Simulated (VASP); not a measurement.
# MgBe2Te3 (P4mm) in VASP: a series of runs, part 2 of 3

VASP 6.6.1.

## (3) Single point, PBE

This run uses another cell than the first one, of 27.04 Å³/atom, 1.384 times its volume.

File INCAR:

```
PREC = Accurate
ENCUT = 520
EDIFF = 1E-6
ISMEAR = 0
SIGMA = 0.1
LREAL = F
LASPH = T
NELM = 60
ALGO = Normal
ISIF = 2
LWAVE = F
LCHARG = F
GGA = PE
NBANDS = 21
```

File KPOINTS:

```
regular mesh
0
Gamma
  4 4 2
```

File POSCAR:

```
MgBe2Te3
1.0
    4.7320733094      0.0000000000      0.0000000000
    0.0000000000      4.7320733094      0.0000000000
    0.0000000000      0.0000000000      7.2463734802
Mg Be Te
1 2 3
Direct
    0.5000000000      0.5000000000      0.4899068676
    0.5000000000      0.5000000000      0.1119562649
    0.0000000000      0.0000000000      0.8555676390
    0.5000000000      0.0000000000      1.0092928409
    0.0000000000      0.5000000000      1.0092928409
    0.0000000000      0.0000000000      0.5239835768
```

Potentials or basis: VASP PAW PBE potentials, release 64 (Mg, Be, Te).

Run with:

```sh
> cat potpaw_PBE.64/Mg/POTCAR potpaw_PBE.64/Be/POTCAR potpaw_PBE.64/Te/POTCAR > POTCAR
> mpirun -np 1 vasp_std > vasp.out
```

OUTCAR:

```text
PREC = Accurate
   ENCUT = 520
   EDIFF = 1E-6
   ISMEAR = 0
   LREAL = F
   LASPH = T
   NELM = 60
   ISIF = 2
   GGA = PE

 ion  position               nearest neighbor table
   1  0.500  0.500  0.490-   2 2.74   6 3.36   6 3.36   6 3.36   6 3.36
   2  0.500  0.500  0.112-   4 2.48   5 2.48   4 2.48   5 2.48   1 2.74
   3  0.000  0.000  0.856-   6 2.40   5 2.62   4 2.62   5 2.62   4 2.62
   4  0.500  0.000  0.009-   2 2.48   2 2.48   3 2.62   3 2.62   5 3.35   5 3.35   5 3.35   5 3.35

   5  0.000  0.500  0.009-   2 2.48   2 2.48   3 2.62   3 2.62   4 3.35   4 3.35   4 3.35   4 3.35

   6  0.000  0.000  0.524-   3 2.40   1 3.36   1 3.36   1 3.36   1 3.36

  LATTYP: Found a simple tetragonal cell.
 ALAT       =     4.7320733094
 C/A-ratio  =     1.5313316186

  Lattice vectors:

 A1 = (   4.7320733094,   0.0000000000,   0.0000000000)
 A2 = (   0.0000000000,   4.7320733094,   0.0000000000)
 A3 = (   0.0000000000,   0.0000000000,   7.2463734802)

Analysis of symmetry for initial positions (statically):
=====================================================================
 Subroutine PRICEL returns:
 Original cell was already a primitive cell.

 Routine SETGRP: Setting up the symmetry group for a
 simple tetragonal supercell.

 Subroutine GETGRP returns: Found  8 space group operations
 (whereof  8 operations were pure point group operations)
 out of a pool of 16 trial point group operations.

The static configuration has the point symmetry C_4v.

Analysis of symmetry for dynamics (positions and initial velocities):
=====================================================================
 Subroutine PRICEL returns:
 Original cell was already a primitive cell.

 Routine SETGRP: Setting up the symmetry group for a
 simple tetragonal supercell.

 Subroutine GETGRP returns: Found  8 space group operations
 (whereof  8 operations were pure point group operations)
 out of a pool of 16 trial point group operations.

The dynamic configuration has the point symmetry C_4v.

 Subroutine INISYM returns: Found  8 space group operations
 (whereof  8 operations are pure point group operations),
 and found     1 'primitive' translations

----------------------------------------------------------------------------------------

                                     Primitive cell

  volume of cell :     162.2645

  direct lattice vectors                    reciprocal lattice vectors
     4.732073309  0.000000000  0.000000000     0.211323861  0.000000000  0.000000000
     0.000000000  4.732073309  0.000000000     0.000000000  0.211323861  0.000000000
     0.000000000  0.000000000  7.246373480     0.000000000  0.000000000  0.138000063

  length of vectors
     4.732073309  4.732073309  7.246373480     0.211323861  0.211323861  0.138000063

  position of ions in fractional coordinates (direct lattice)
     0.500000000  0.500000000  0.489906868
     0.500000000  0.500000000  0.111956265
     0.000000000  0.000000000  0.855567639
     0.500000000  0.000000000  0.009292841
     0.000000000  0.500000000  0.009292841
     0.000000000  0.000000000  0.523983577

  ion indices of the primitive-cell ions
   primitive index   ion index
                 1           1
                 2           2
                 3           3
                 4           4
[... 35 lines left out ...]
  0.500000  0.250000  0.000000      4.000000
  0.500000  0.500000  0.000000      1.000000
  0.000000  0.000000  0.500000      1.000000
  0.250000  0.000000  0.500000      4.000000
  0.500000  0.000000  0.500000      2.000000
  0.250000  0.250000  0.500000      4.000000
  0.500000  0.250000  0.500000      4.000000
  0.500000  0.500000  0.500000      1.000000
   k-points           NKPTS =     12   k-points in BZ     NKDIM =     12   number of bands    NBANDS=     21
   number of dos      NEDOS =    301   number of ions     NIONS =      6
   total plane-waves  NPLWV =  69984
   dimension x,y,z NGX =    36 NGY =   36 NGZ =   54
   dimension x,y,z NGXF=    72 NGYF=   72 NGZF=  108
   ions per type =               1   2   3
   NGX,Y,Z   is equivalent  to a cutoff of  12.65, 12.65, 12.39 a.u.
   NGXF,Y,Z  is equivalent  to a cutoff of  25.29, 25.29, 24.78 a.u.
 SYSTEM =  unknown system
   PREC   = accura    normal or accurate (medium, high low for compatibility)
   ISTART =      0    job   : 0-new  1-cont  2-samecut
   ICHARG =      2    charge: 1-file 2-atom 10-const
   ISPIN  =      1    spin polarized calculation?
   LNONCOLLINEAR =      F non collinear calculations
   LSORBIT =      F    spin-orbit coupling
   LASPH  =      T    aspherical Exc in radial PAW
   ENCUT  =  520.0 eV  38.22 Ry    6.18 a.u.   8.80  8.80 13.47*2*pi/ulx,y,z
   NELM   =     60;   NELMIN=  2; NELMDL= -5     # of ELM steps
   EDIFF  = 0.1E-05   stopping-criterion for ELM
   LREAL  =      F    real-space projection
   EDIFFG = 0.1E-04   stopping-criterion for IOM
   NSW    =      0    number of steps for IOM
   IBRION =     -1    ionic relax: 0-MD 1-quasi-New 2-CG
   NFREE  =      0    steps in history (QN), initial steepest desc. (CG)
   ISIF   =      2    stress and relaxation
   ISYM   =      2    0-nonsym 1-usesym 2-fastsym
   POTIM  = 0.5000    time-step for ionic-motion
   TEBEG  =    0.0;   TEEND  =   0.0 temperature during run
   PSTRESS=    0.0 pullay stress
   NELECT =      24.0000    total number of electrons
   NUPDOWN=      -1.0000    fix difference up-down
   EMIN   =  10.00;   EMAX   =-10.00  energy-range for DOS
   EFERMI =   0.00;   METHOD = LEGACY
   ISMEAR =     0;   SIGMA  =   0.10  broadening in eV -4-tet -1-fermi 0-gaus
   EFERMI_NEDOS =   21; number of points for ismear=-14 and -15
   IALGO  =     38    algorithm
   IMIX   =      4    mixing-type and parameters
     AMIX     =   0.40;   BMIX     =  1.00
     AMIX_MAG =   1.60;   BMIX_MAG =  1.00
  volume/ion in A,a.u.               =      27.04       182.50
  Fermi-wavevector in a.u.,A,eV,Ry     =   0.865773  1.636074 10.198422  0.749563
  Thomas-Fermi vector in A             =   1.984065
   LORBIT       =      0    0 simple, 1 ext, 2 COOP (PROOUT), +10 PAW based schemes
   GGA     = PE    functional components
   LHFCALC =     F    Hartree Fock is set to
   AEXX    =    0.0000 exact exchange contribution
   IVDW    =     0    specifies the selected vdW correction
   LEPSILON=     F    determine dielectric tensor
   LRPA    =     F    only Hartree local field effects (RPA)
 non-spin polarized calculation
 Gauss-broadening in eV      SIGMA  =   0.10
  energy-cutoff  :      520.00
  volume of cell :      162.26
 maximum number of plane-waves:      4395
 NGX is ok and might be reduce to    36
   NGX = 17   NGY = 17   NGZ = 27

 number of electron      23.9999998 magnetization

 Free energy of the ion-electron system (eV)
  ---------------------------------------------------
  ext. energy  EPLUGINS =         0.00000000
  ---------------------------------------------------
  free energy    TOTEN  =       -17.76444506 eV

  energy without entropy =      -17.74365875  energy(sigma->0) =      -17.75405190

 E-fermi :   4.2237     XC(G=0):  -8.5409

 val. band max:        4.1981025700   @ k =   0.5000   0.2500   0.0000
 cond. band min:       4.2830898641   @ k =   0.2500   0.2500   0.5000
 fundamental gap:      0.0849872941
 Fermi energy:         4.2236837174

 k-point     1 :       0.0000    0.0000    0.0000
  band No.  band energies     occupation
      1      -8.7336      2.00000
      2      -6.3174      2.00000
      3      -5.3224      2.00000
      4      -0.8615      2.00000
      5      -0.8504      2.00000
      6      -0.8504      2.00000
[... 277 lines left out ...]
     20       9.2245      0.00000
     21      10.2579      0.00000

------------------------ aborting loop because EDIFF is reached ----------------------------------------

  FORCE on cell =-STRESS in cart. coord.  units (eV):
  Direction    XX          YY          ZZ          XY          YZ          ZX
  --------------------------------------------------------------------------------------
  -------------------------------------------------------------------------------------
  Total        0.0353243      0.0353243      0.0331820      0.0000000      0.0000000      0.0000000
  in kB        0.3487876      0.3487876      0.3276343      0.0000000      0.0000000      0.0000000
  external PRESSURE =       0.3417365 kB  Pullay stress =       0.0000000 kB

 VOLUME and BASIS-vectors are now :
 -----------------------------------------------------------------------------
  energy-cutoff  :      520.00
  volume of cell :      162.26
      direct lattice vectors                 reciprocal lattice vectors
     4.732073309  0.000000000  0.000000000     0.211323861  0.000000000  0.000000000
     0.000000000  4.732073309  0.000000000     0.000000000  0.211323861  0.000000000
     0.000000000  0.000000000  7.246373480     0.000000000  0.000000000  0.138000063

 POSITION                                       TOTAL-FORCE (eV/Angst)
 -----------------------------------------------------------------------------------
      2.36604      2.36604      3.55005         0.000000     -0.000000     -0.004692
      2.36604      2.36604      0.81128         0.000000     -0.000000      0.013068
      0.00000      0.00000      6.19976         0.000000      0.000000      0.012686
      2.36604      0.00000      0.06734         0.000000     -0.000000     -0.000996
      0.00000      2.36604      0.06734         0.000000      0.000000     -0.000996
      0.00000      0.00000      3.79698        -0.000000      0.000000     -0.019069
 -----------------------------------------------------------------------------------
    total drift:                               -0.000000     -0.000000     -0.000190

  FREE ENERGIE OF THE ION-ELECTRON SYSTEM (eV)
  ---------------------------------------------------
  free  energy   TOTEN  =       -17.7644450568 eV

  energy  without entropy=      -17.7436587522  energy(sigma->0) =      -17.75405190
```

OSZICAR:

```text
N       E                     dE             d eps       ncg     rms          rms(c)
DAV:   1     0.852793605671E+02    0.85279E+02   -0.84871E+03   504   0.903E+02
DAV:   2    -0.104560273009E+02   -0.95735E+02   -0.92506E+02   654   0.134E+02
DAV:   3    -0.183331392781E+02   -0.78771E+01   -0.78003E+01   648   0.420E+01
DAV:   4    -0.185117356228E+02   -0.17860E+00   -0.17848E+00   729   0.704E+00
DAV:   5    -0.185149481453E+02   -0.32125E-02   -0.32125E-02   706   0.869E-01    0.108E+01
DAV:   6    -0.179149642487E+02    0.59998E+00   -0.60225E-01   590   0.272E+00    0.624E+00
DAV:   7    -0.177891833239E+02    0.12578E+00   -0.89370E-01   625   0.284E+00    0.884E-01
DAV:   8    -0.177665536129E+02    0.22630E-01   -0.59218E-02   577   0.109E+00    0.854E-01
DAV:   9    -0.177646345243E+02    0.19191E-02   -0.76673E-03   649   0.391E-01    0.327E-01
DAV:  10    -0.177644091468E+02    0.22538E-03   -0.26966E-03   575   0.211E-01    0.912E-02
DAV:  11    -0.177643971064E+02    0.12040E-04   -0.23251E-04   659   0.716E-02    0.507E-02
DAV:  12    -0.177644360922E+02   -0.38986E-04   -0.53319E-05   574   0.316E-02    0.126E-02
DAV:  13    -0.177644446724E+02   -0.85802E-05   -0.11686E-05   602   0.152E-02    0.669E-03
DAV:  14    -0.177644450568E+02   -0.38432E-06   -0.18587E-06   538   0.634E-03
   1 F= -.17764445E+02 E0= -.17754052E+02  d E =-.207863E-01
```

Wall time 27 s (1 thread of AMD EPYC 9R45 (Zen 5), shared host); peak memory 0.22 GiB.

What came out:

* Free energy: -17.7644 eV
* Pressure: 0.0 GPa
* Largest force: 0.019 eV/Å
* Band gap on the k mesh: zero (band 12 reaches 5.83 eV, above the bottom of band 13 at 3.65 eV)

Forces on the atoms (eV/Å):
```
Mg   0.000  0.000 -0.005
Be   0.000  0.000  0.013
Be   0.000  0.000  0.013
Te   0.000  0.000 -0.001
Te   0.000  0.000 -0.001
Te   0.000  0.000 -0.019
```

Caveat: the k points lie up to 0.43 Å⁻¹ apart; spin-orbit coupling is left out, which moves the levels of the heavy elements.

[end of part 2 of 3]
